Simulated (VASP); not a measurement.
# Hf (Fm-3m) in VASP: notebook

Hf is run at these levels: revPBE+D3(BJ), revPBE+D4, RPBE+D4, BLYP+D4; tasks: single point, relaxation of cell and atoms.

Everything below comes from runs of VASP 6.6.1. Logs are shortened: lines on timing, memory, paths and dates and some standing lists are left out, and cuts for length are marked.

## Step 1: The cell of the first run

The structure is cubic, space group Fm-3m (No. 225). Conventional cell: a = 4.428 Å, b = 4.428 Å, c = 4.428 Å, α = 90.00°, β = 90.00°, γ = 90.00°. Within 4.1 Å of Hf (site symmetry m-3m) lie 12 Hf at 3.13 Å.

## Step 2: Single point, revPBE+D3(BJ)

File INCAR:

```
ALGO     = Normal         # electronic algorithm
EDIFF    = 1E-6           # SCF threshold, eV
ENCUT    = 520            # plane-wave cutoff, eV
GGA      = RE             # functional
ISIF     = 2              # what is computed and relaxed
ISMEAR   = -1             # smearing method
IVDW     = 12             # dispersion correction
LASPH    = True           # aspherical terms in the spheres
LCHARG   = False          # write CHGCAR
LREAL    = False          # projectors in reciprocal space
LWAVE    = False          # write WAVECAR
NBANDS   = 11             # bands
NELM     = 80             # most SCF steps
PREC     = Accurate       # precision mode
SIGMA    = 0.05           # smearing width, eV
```

File KPOINTS:

```
k-points
0
Gamma
  10 10 10
```

File POSCAR:

```
Hf
1.0
    0.0000000000      2.2139447113      2.2139447113
    2.2139447113      0.0000000000      2.2139447113
    2.2139447113      2.2139447113      0.0000000000
Hf
1
Direct
    0.0000000000      0.0000000000      0.0000000000
```

Potentials or basis: VASP PAW PBE potentials, release 64 (Hf_pv).

Launch:

```
$ cat potpaw_PBE.64/Hf_pv/POTCAR > POTCAR
$ mpirun -np 1 vasp_std > vasp.out
```

OUTCAR:

```text
EDIFF = 1E-6
   ENCUT = 520
   GGA = RE
   ISIF = 2
   ISMEAR = -1
   IVDW = 12
   LASPH = True
   LREAL = False
   NELM = 80
   PREC = Accurate
 IVDW          = 12

 ion  position               nearest neighbor table
   1  0.000  0.000  0.000-

  LATTYP: Found a face centered cubic cell.
 ALAT       =     4.4278894226

  Lattice vectors:

 A1 = (   0.0000000000,   2.2139447113,   2.2139447113)
 A2 = (   2.2139447113,   0.0000000000,   2.2139447113)
 A3 = (   2.2139447113,   2.2139447113,   0.0000000000)

Analysis of symmetry for initial positions (statically):
=====================================================================
 Subroutine PRICEL returns:
 Original cell was already a primitive cell.

 Routine SETGRP: Setting up the symmetry group for a
 face centered cubic supercell.

 Subroutine GETGRP returns: Found 48 space group operations
 (whereof 48 operations were pure point group operations)
 out of a pool of 48 trial point group operations.

The static configuration has the point symmetry O_h .

Analysis of symmetry for dynamics (positions and initial velocities):
=====================================================================
 Subroutine PRICEL returns:
 Original cell was already a primitive cell.

 Routine SETGRP: Setting up the symmetry group for a
 face centered cubic supercell.

 Subroutine GETGRP returns: Found 48 space group operations
 (whereof 48 operations were pure point group operations)
 out of a pool of 48 trial point group operations.

The dynamic configuration has the point symmetry O_h .

 Subroutine INISYM returns: Found 48 space group operations
 (whereof 48 operations are pure point group operations),
 and found     1 'primitive' translations

----------------------------------------------------------------------------------------

                                     Primitive cell

  volume of cell :      21.7035

  direct lattice vectors                    reciprocal lattice vectors
     0.000000000  2.213944711  2.213944711    -0.225841231  0.225841231  0.225841231
     2.213944711  0.000000000  2.213944711     0.225841231 -0.225841231  0.225841231
     2.213944711  2.213944711  0.000000000     0.225841231  0.225841231 -0.225841231

  length of vectors
     3.130990637  3.130990637  3.130990637     0.391168487  0.391168487  0.391168487

  position of ions in fractional coordinates (direct lattice)
     0.000000000  0.000000000  0.000000000

  ion indices of the primitive-cell ions
   primitive index   ion index
[... 79 lines left out ...]
   ISIF   =      2    stress and relaxation
   ISYM   =      2    0-nonsym 1-usesym 2-fastsym
   POTIM  = 0.5000    time-step for ionic-motion
   TEBEG  =    0.0;   TEEND  =   0.0 temperature during run
   PSTRESS=    0.0 pullay stress
   NELECT =      10.0000    total number of electrons
   NUPDOWN=      -1.0000    fix difference up-down
   EMIN   =  10.00;   EMAX   =-10.00  energy-range for DOS
   EFERMI =   0.00;   METHOD = LEGACY
   ISMEAR =    -1;   SIGMA  =   0.05  broadening in eV -4-tet -1-fermi 0-gaus
   EFERMI_NEDOS =   21; number of points for ismear=-14 and -15
   IALGO  =     38    algorithm
   IMIX   =      4    mixing-type and parameters
     AMIX     =   0.40;   BMIX     =  1.00
     AMIX_MAG =   1.60;   BMIX_MAG =  1.00
  volume/ion in A,a.u.               =      21.70       146.46
  Fermi-wavevector in a.u.,A,eV,Ry     =   1.264440  2.389444 21.753094  1.598807
  Thomas-Fermi vector in A             =   2.397745
   LORBIT       =      0    0 simple, 1 ext, 2 COOP (PROOUT), +10 PAW based schemes
   GGA     = RE    functional components
   LHFCALC =     F    Hartree Fock is set to
   AEXX    =    0.0000 exact exchange contribution
   IVDW    =    12    specifies the selected vdW correction
   LEPSILON=     F    determine dielectric tensor
   LRPA    =     F    only Hartree local field effects (RPA)
 non-spin polarized calculation
  energy-cutoff  :      520.00
  volume of cell :       21.70
 maximum number of plane-waves:       598
   NGX = 11   NGY = 11   NGZ = 11

 number of electron      10.0000000 magnetization

 Free energy of the ion-electron system (eV)
  ---------------------------------------------------
  ext. energy  EPLUGINS =         0.00000000
  ---------------------------------------------------
  free energy    TOTEN  =        -9.50021393 eV

  energy without entropy =       -9.48937361  energy(sigma->0) =       -9.49479377

 E-fermi :   5.0366     XC(G=0): -11.3783

 val. band max:        5.0121012455   @ k =   0.3000   0.0000   0.0000
 cond. band min:       5.0575359850   @ k =  -0.2000   0.1000   0.0000
 fundamental gap:      0.0454347395
 Fermi energy:         5.0366052405

 k-point     1 :       0.0000    0.0000    0.0000
  band No.  band energies     occupation
      1     -24.8935      2.00000
      2     -24.8935      2.00000
      3     -24.8935      2.00000
      4      -2.2864      2.00000
      5       6.4656      0.00000
      6       6.4656      0.00000
      7       6.4656      0.00000
      8       9.3764      0.00000
      9       9.3764      0.00000
     10      16.4062      0.00000
     11      18.2646      0.00000
[... 309 lines left out ...]
 k-point    24 :       0.4000    0.3000    0.0000
  band No.  band energies     occupation
      1     -25.5792      2.00000
      2     -25.1700      2.00000
      3     -25.1409      2.00000
      4       1.6769      2.00000
      5       3.4636      2.00000
      6       5.9187      0.00000
      7       9.2502      0.00000
      8      10.2797      0.00000
      9      11.4244      0.00000
     10      17.0948      0.00000
     11      18.2697      0.00000

 [... further k-points ...]

------------------------ aborting loop because EDIFF is reached ----------------------------------------

 Edisp (eV)   -0.81174

 E8    (eV) :    -0.6192

  FORCE on cell =-STRESS in cart. coord.  units (eV):
  Direction    XX          YY          ZZ          XY          YZ          ZX
  --------------------------------------------------------------------------------------
  -------------------------------------------------------------------------------------
  Total      -0.06820    -0.06820    -0.06820     0.00000     0.00000     0.00000
  in kB      -5.03448    -5.03448    -5.03448     0.00000     0.00000     0.00000
  external pressure =       -5.03 kB  Pullay stress =        0.00 kB

 VOLUME and BASIS-vectors are now :
 -----------------------------------------------------------------------------
  energy-cutoff  :      520.00
  volume of cell :       21.70
      direct lattice vectors                 reciprocal lattice vectors
     0.000000000  2.213944711  2.213944711    -0.225841231  0.225841231  0.225841231
     2.213944711  0.000000000  2.213944711     0.225841231 -0.225841231  0.225841231
     2.213944711  2.213944711  0.000000000     0.225841231  0.225841231 -0.225841231

 POSITION                                       TOTAL-FORCE (eV/Angst)
 -----------------------------------------------------------------------------------
      0.00000      0.00000      0.00000         0.000000      0.000000      0.000000
 -----------------------------------------------------------------------------------
    total drift:                               -0.000000      0.000000     -0.000000

  FREE ENERGIE OF THE ION-ELECTRON SYSTEM (eV)
  ---------------------------------------------------
  free  energy   TOTEN  =       -10.3119585088 eV

  energy  without entropy=      -10.3011181877  energy(sigma->0) =      -10.30653835
```

It used 6 s of CPU time on 1 thread of Intel Xeon 6975P-C, on a shared host.

What came out:

```yaml
Free_energy: -10.3120 eV
Pressure: -0.5 GPa
Band_gap_on_the_k_mesh: zero (band 5 reaches 6.47 eV, above the bottom of band 6 at 4.63 eV)
Dispersion_energy_per_atom: -0.812 eV
```

Caveat: the PAW data sets were made with another functional, which shifts forces and pressure a little; spin-orbit coupling is left out, which moves the levels of the heavy elements; pairwise dispersion overbinds metals, which lowers pressure and volume.

## Step 3: Single point, revPBE+D4

This run uses another cell than the first one, of 22.56 Å³/atom, 1.039 times its volume.

File INCAR:

```
SYSTEM = Hf
  PREC = Accurate
  ENCUT = 520
  EDIFF = 1E-7
  ISMEAR = -1
  SIGMA = 0.05
  LREAL = .False.
  LASPH = .True.
  NELM = 80
  ALGO = Normal
  ISIF = 2
  LWAVE = .False.
  LCHARG = .True.
  GGA = RE
  IVDW = 13
  LELF = .True.
  LVHAR = .True.
  NBANDS = 11
```

File KPOINTS:

```
regular mesh
0
Gamma
  10 10 10
  0 0 0
```

File POSCAR:

```
Hf
1.0
    0.0000000000      2.2426333440      2.2426333440
    2.2426333440      0.0000000000      2.2426333440
    2.2426333440      2.2426333440      0.0000000000
Hf
1
Direct
    0.0000000000      0.0000000000      0.0000000000
```

Potentials or basis: VASP PAW PBE potentials, release 64 (Hf_pv).

Launch:

```
$ cat potpaw_PBE.64/Hf_pv/POTCAR > POTCAR
$ mpirun -np 1 vasp_std > vasp.out
```

It used 5.6 s of CPU time on 1 thread of Intel Xeon 6975P-C, on a shared host.

Results (log left out):

* Free energy: -9.7840 eV
* Pressure: -0.5 GPa
* Band gap on the k mesh: zero (band 5 reaches 6.18 eV, above the bottom of band 6 at 4.37 eV)
* Dispersion energy per atom: -0.265 eV

Levels at points of the mesh, in eV from the Fermi level:
```csv
k point,band 2,band 3,band 4,band 5,band 6,band 7,band 8,band 9
"(0.00, 0.00, 0.00)",-30.07,-30.07,-7.18,1.42,1.42,1.42,4.19,4.19
"(0.50, 0.00, 0.00)",-30.17,-30.17,-3.60,0.52,1.20,1.20,6.27,6.27
"(0.50, 0.50, 0.00)",-30.35,-30.35,-3.21,-2.09,2.45,6.29,6.88,6.88
```

Caveat: the PAW data sets were made with another functional, which shifts forces and pressure a little; spin-orbit coupling is left out, which moves the levels of the heavy elements; pairwise dispersion overbinds metals, which lowers pressure and volume.

## Step 4: Single point, RPBE+D4

This run uses another cell than the first one, of 22.64 Å³/atom, 1.043 times its volume.

File INCAR:

```
SYSTEM = Hf
  ALGO = Fast
  EDIFF = 1E-6
  ENCUT = 520
  GGA = RP
  ISIF = 2
  ISMEAR = -1
  IVDW = 13
  LASPH = .TRUE.
  LCHARG = .FALSE.
  LREAL = .FALSE.
  LWAVE = .FALSE.
  NBANDS = 11
  NELM = 80
  PREC = Accurate
  SIGMA = 0.05
```

File KPOINTS:

```
k-points
0
G
  10 10 10
  0 0 0
```

File POSCAR:

```
Hf
1.0
    0.0000000000      2.2454685810      2.2454685810
    2.2454685810      0.0000000000      2.2454685810
    2.2454685810      2.2454685810      0.0000000000
Hf
1
Direct
    0.0000000000      0.0000000000      0.0000000000
```

Launch:

```
$ cat potpaw_PBE.64/Hf_pv/POTCAR > POTCAR
$ mpirun -np 1 vasp_std > vasp.out
```

It used 7.8 s of CPU time on 1 thread of Intel Xeon 6975P-C, with other jobs on the host.

It converged, with:

```
Free energy                : -9.7609 eV
Pressure                   : -0.5 GPa
Band gap on the k mesh     : zero (band 5 reaches 6.18 eV, above the bottom of band 6 at 4.37 eV)
Dispersion energy per atom : -0.324 eV
```

Levels at points of the mesh, in eV from the Fermi level:
```
           k point  band 3  band 4  band 5  band 6  band 7  band 8
(0.00, 0.00, 0.00)  -30.09   -7.17    1.42    1.42    1.42    4.19
(0.50, 0.00, 0.00)  -30.20   -3.59    0.50    1.21    1.21    6.25
(0.50, 0.50, 0.00)  -30.37   -3.19   -2.07    2.43    6.27    6.86
```

Caveat: the PAW data sets were made with another functional, which shifts forces and pressure a little; spin-orbit coupling is left out, which moves the levels of the heavy elements; pairwise dispersion overbinds metals, which lowers pressure and volume.

## Step 5: Relaxation of cell and atoms, BLYP+D4

This run uses another cell than the first one, of 21.88 Å³/atom, 1.008 times its volume.

File INCAR:

```
PREC = Accurate
ENCUT = 600
EDIFF = 1E-7
ISMEAR = -1
SIGMA = 0.05
LREAL = False
LASPH = True
NELM = 60
ALGO = Normal
ISIF = 3
LWAVE = False
LCHARG = False
GGA = B5
ALDAX = 1.0
AGGAX = 1.0
AGGAC = 1.0
ALDAC = 0.0
IVDW = 13
VDW_S6 = 1.0
VDW_S8 = 2.34076671
VDW_A1 = 0.44488865
VDW_A2 = 4.0933009
IBRION = 2
NSW = 60
EDIFFG = -0.01
```

File KPOINTS:

```
regular mesh
0
Gamma
  10 10 10
```

File POSCAR:

```
Hf
1.0
    0.0000000000      2.2200000000      2.2200000000
    2.2200000000      0.0000000000      2.2200000000
    2.2200000000      2.2200000000      0.0000000000
Hf
1
Direct
    0.0000000000      0.0000000000      0.0000000000
```

Launch:

```
$ cat potpaw_PBE.64/Hf_pv/POTCAR > POTCAR
$ mpirun -np 1 vasp_std > vasp.out
```

It took 64 s on 1 thread of Intel Xeon 6975P-C, shared host; peak memory 0.17 GiB.

The run converged. Its results:

```yaml
Free_energy: -8.9285 eV
Relaxed_volume: 22.51 Å³/atom
Relaxed_cell: a = 3.169 Å, b = 3.169 Å, c = 3.169 Å, α = 60.00°, β = 60.00°, γ = 60.00°
Space_group_after_relaxing_to_0.05_Å: Fm-3m (No. 225)
Energy_gained_by_relaxing: 6.0 meV/atom
Ionic_steps: 3
Pressure_after_relaxing: 0.0 GPa
Band_gap_on_the_k_mesh: zero (band 5 reaches 6.52 eV, above the bottom of band 6 at 4.84 eV)
Dispersion_energy_per_atom: -0.374 eV
```

Step by step:
| step | energy change (eV) | largest force (eV/Å) | pressure (GPa) | volume (Å³) |
| --- | --- | --- | --- | --- |
| 1 | 0.0000 | 0.0000 | 3.13 | 21.88 |
| 2 | 0.0019 | 0.0000 | -3.28 | 23.27 |
| 3 | -0.0060 | 0.0000 | -0.02 | 22.51 |

Final structure:
```
Hf
1.0
     0.00000    2.24116    2.24116
     2.24116    0.00000    2.24116
     2.24116    2.24116    0.00000
Hf
1
Direct
  0.00000 0.00000 0.00000
```

Levels at points of the mesh, in eV from the Fermi level:
```tsv
k point	band 1	band 2	band 3	band 4	band 5	band 6	band 7	band 8	band 9
(0.00, 0.00, 0.00)	-29.97	-29.97	-29.97	-7.07	1.28	1.28	1.28	4.00	4.00
(0.50, 0.00, 0.00)	-30.78	-30.08	-30.08	-3.60	0.77	1.08	1.08	6.07	6.07
(0.50, 0.50, 0.00)	-30.73	-30.26	-30.26	-3.20	-2.17	2.67	6.07	6.68	6.68
```

Caveat: the PAW data sets were made with another functional, which shifts forces and pressure a little; spin-orbit coupling is left out, which moves the levels of the heavy elements; pairwise dispersion overbinds metals, which lowers pressure and volume.

## Step 6: The runs side by side

| task | level | cell | cutoff (eV) | gap on the mesh (eV) | pressure (GPa) |
| --- | --- | --- | --- | --- | --- |
| single point | revPBE+D3(BJ) | a = 3.131 Å, angles 60.0°, 1 atom | 520 | none | -0.5 |
| single point | revPBE+D4 | a = 3.172 Å, angles 60.0°, 1 atom | 520 | none | -0.5 |
| single point | RPBE+D4 | a = 3.176 Å, angles 60.0°, 1 atom | 520 | none | -0.5 |
| relaxation of cell and atoms | BLYP+D4 | relaxed from a = 3.140 Å, angles 60.0°, 1 atom | 600 | none | 0.0 |

Alike in all rows: potentials or basis VASP PAW PBE potentials, release 64 (Hf_pv); no spin polarisation; k mesh 10 × 10 × 10; smearing fermi-dirac 0.05 eV.

Caveats: the PAW data sets were made with another functional, which shifts forces and pressure a little; spin-orbit coupling is left out, which moves the levels of the heavy elements; pairwise dispersion overbinds metals, which lowers pressure and volume.

Total energies depend on the potentials used, so only differences within one code and one set of settings carry meaning.
